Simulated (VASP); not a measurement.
# W: single point with PBEsol

W:

```
W
1.0
    -1.59730    1.59730   -1.59730
    -1.59730   -1.59730    1.59730
     0.00000    6.17707    6.17707
W
4
Cartesian
  0.0000 5.5905 5.5905
  -1.5973 0.7986 0.7986
  0.0000 2.3960 2.3960
  -1.5973 3.9932 3.9932
```

This cell differs from its parent crystal: the distance across one plane changed.

```yaml
Program: VASP 6.6.1
Task: single point
Functional: PBEsol
Potentials_or_basis: VASP PAW PBE potentials, release 64 (W_sv)
Cutoff: 520 eV
k_mesh: 18 × 18 × 5
Occupations: gaussian, width 0.15 eV
Spin: no spin polarisation
```

```
Pressure               : 2.4 GPa
Largest force          : 3.520 eV/Å
Band gap on the k mesh : zero (bands 28 and 29 overlap by 3.05 eV)
```

Forces on the atoms (eV/Å):
```
W    0.000 -2.489 -2.489
W    0.000  2.489  2.489
W    0.000  0.120  0.120
W    0.000 -0.120 -0.120
```

Stress tensor (GPa, compression positive):
```
-1.42  0.00  0.00
 0.00  4.27  5.80
 0.00  5.80  4.27
```

Levels at points of the mesh, in eV from the Fermi level:
| k point | band 26 | band 27 | band 28 | band 29 | band 30 | band 31 |
| --- | --- | --- | --- | --- | --- | --- |
| (0.00, 0.00, 0.00) | -1.50 | -1.03 | -0.95 | 1.00 | 1.29 | 1.40 |
| (0.50, 0.00, 0.00) | -2.25 | 0.69 | 0.69 | 1.64 | 1.64 | 2.02 |
| (0.50, 0.50, 0.00) | -0.37 | -0.02 | 0.35 | 0.55 | 2.77 | 3.37 |

Wall time 25 min on 1 thread of Oxide Virtual Turin-like Processor, with other jobs on the host, peak memory 0.48 GiB.

Caveat: the cell differs from its parent crystal (the distance across one plane changed); the stress differs along the axes, from -1 to 4 GPa; the PAW data sets were made with another functional, which shifts forces and pressure a little; spin-orbit coupling is left out, which moves the levels of the heavy elements.
